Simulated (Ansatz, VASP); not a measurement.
SiO2: VASP beside Ansatz

```
Si O
1.0
     4.22990    0.00000    0.00000
     0.00000    4.22990    0.00000
     0.00000    0.00000    2.59740
Si O
2 4
Direct
  0.50000 0.50000 0.50000
  0.00000 0.00000 0.00000
  0.69443 0.69443 0.00000
  0.19443 0.80557 0.50000
  0.30557 0.30557 0.00000
  0.80557 0.19443 0.50000
```

Alike in both runs: task single point; functional LDA; k mesh 6 × 6 × 8; occupations gaussian, width 0.05 eV; no spin polarisation.

|  | VASP | Ansatz |
| --- | --- | --- |
| version | VASP 6.6.1 | Ansatz 0.2.0 |
| potentials or method | VASP PAW LDA potentials, release 64 (Si, O), cutoff 520 eV | scalar-relativistic, plane waves, PAW |
| valence electrons in the cell | 32 | 32 |

|  | VASP | Ansatz | Ansatz less VASP |
| --- | --- | --- | --- |
| gap on the k mesh at the Fermi level (eV) | 5.73 | 5.74 | +0.003 |
| least direct gap on the mesh (eV) | 5.73 | 5.74 | +0.003 |
| pressure (GPa) | -0.4 | -1.5 | -1.08 |
| traceless stress, the component that is largest in VASP (GPa) | 14.21 | 13.40 | -0.812 |
| rms of the force components (eV/Å) | 0.134 | 0.158 | +0.0240 |

Ansatz warns that its potentials were made for another functional, while VASP's fit it. LDA's correlation is that of Perdew and Zunger in VASP and of Perdew and Wang (1992) in Ansatz. Atom by atom the forces differ by 0.024 eV/Å (rms over components).
